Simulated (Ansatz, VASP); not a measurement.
## Two plane-wave programs on Ir

File INCAR:

```
PREC     = Accurate       # precision mode
ENCUT    = 520            # plane-wave cutoff, eV
EDIFF    = 1E-6           # SCF threshold, eV
ISMEAR   = 0              # smearing method
SIGMA    = 0.15           # smearing width, eV
LREAL    = F              # projectors in reciprocal space
LASPH    = T              # aspherical terms in the spheres
NELM     = 100            # most SCF steps
ALGO     = Normal         # electronic algorithm
ISIF     = 2              # what is computed and relaxed
LWAVE    = F              # write WAVECAR
LCHARG   = T              # write CHGCAR
GGA      = CA             # functional
LELF     = T              # ELF
LVHAR    = T            
NBANDS   = 10             # bands
```

File KPOINTS:

```
regular mesh
0
Gamma
  22 22 22
```

The input POSCAR:

```
Ir
1.0
    0.0000000000      1.9221777951      1.9221777951
    1.9221777951      0.0000000000      1.9221777951
    1.9221777951      1.9221777951      0.0000000000
Ir
1
Direct
    0.0000000000      0.0000000000      0.0000000000
```

Input for Ansatz:

```yaml
crystal:
  lattice:
    - [0.0, 1.9221777951, 1.9221777951]
    - [1.9221777951, 0.0, 1.9221777951]
    - [1.9221777951, 1.9221777951, 0.0]
  atoms:
    - { symbol: Ir, position: [0.0, 0.0, 0.0] }
basis:
  ecutwfc: 420
kpoints:
  mp_grid: { grid: [22, 22, 22] }
hamiltonian:
  xc: lda
scf:
  occupations: { method: gaussian, width: 0.15 }
output:
  forces: true
  stress: true
  eigenvalues: true
```

Alike in both runs: task single point; functional LDA; k mesh 22 × 22 × 22; occupations gaussian, width 0.15 eV; no spin polarisation.

|  | VASP | Ansatz |
| --- | --- | --- |
| version | VASP 6.6.1 | Ansatz 0.2.0 |
| potentials or method | VASP PAW LDA potentials, release 64 (Ir), cutoff 520 eV | scalar-relativistic, plane waves, PAW |
| valence electrons in the cell | 9 | 17 |

|  | VASP | Ansatz | Ansatz less VASP |
| --- | --- | --- | --- |
| gap on the k mesh at the Fermi level (eV) | none | none | - |
| pressure (GPa) | -7.5 | -9.8 | -2.32 |

LDA's correlation is that of Perdew and Zunger in VASP and of Perdew and Wang (1992) in Ansatz. A gap of «none» marks a metal or a gap that the smearing closes. VASP's potentials hold 9 valence electrons a cell and Ansatz's 17, so a difference there can come from the potentials and not from the codes.

Spin-orbit coupling is off throughout.
